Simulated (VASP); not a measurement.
Input of a VASP 6.6.1 run:

File INCAR:

```
  PREC = Accurate
  ENCUT = 520
  EDIFF = 1E-7
  ISMEAR = 0
  SIGMA = 0.05
  LREAL = F
  LASPH = T
  NELM = 80
  ALGO = Normal
  ISIF = 2
  LWAVE = F
  LCHARG = T
  GGA = CA
  LELF = T
  LVHAR = T
  NBANDS = 23
```

File KPOINTS:

```
Automatic mesh
0
Gamma
  6 6 4
```

The input POSCAR:

```
KNaICl
1.0
    4.6795400000      0.0000000000      0.0000000000
    0.0000000000      4.3412600000      0.0000000000
    0.0000000000      0.0000000000      6.8190640000
K Na I Cl
1 1 1 1
Direct
    0.5000000000      0.5000000000      0.5000000000
    0.0000000000      0.0000000000      0.0000000000
    0.5000000000      0.5000000000      0.0000000000
    0.0000000000      0.0000000000      0.5000000000
```

Potentials or basis: VASP PAW LDA potentials, release 64 (K_sv, Na_pv, I, Cl).

The run is started by

```console
$ cat potpaw_LDA.64/K_sv/POTCAR potpaw_LDA.64/Na_pv/POTCAR potpaw_LDA.64/I/POTCAR potpaw_LDA.64/Cl/POTCAR > POTCAR
$ mpirun -np 1 vasp_std > vasp.out
```

**Question.** What does it give for the pressure?

**Answer.** -2.0 GPa.

**Question.** What does it give for the band gap on the k mesh?

**Answer.** 3.47 eV (least direct gap 3.49 eV).

Stress tensor (GPa, compression positive):
```
-2.74  0.00  0.00
 0.00 -1.51  0.00
 0.00  0.00 -1.78
```

Caveat: the cell differs from its parent crystal (strain +0.0375 x Voigt [1, -1, 0, 0, 0, 0]); spin-orbit coupling is left out, which moves the levels of the heavy elements. A k mesh can miss the band edges.
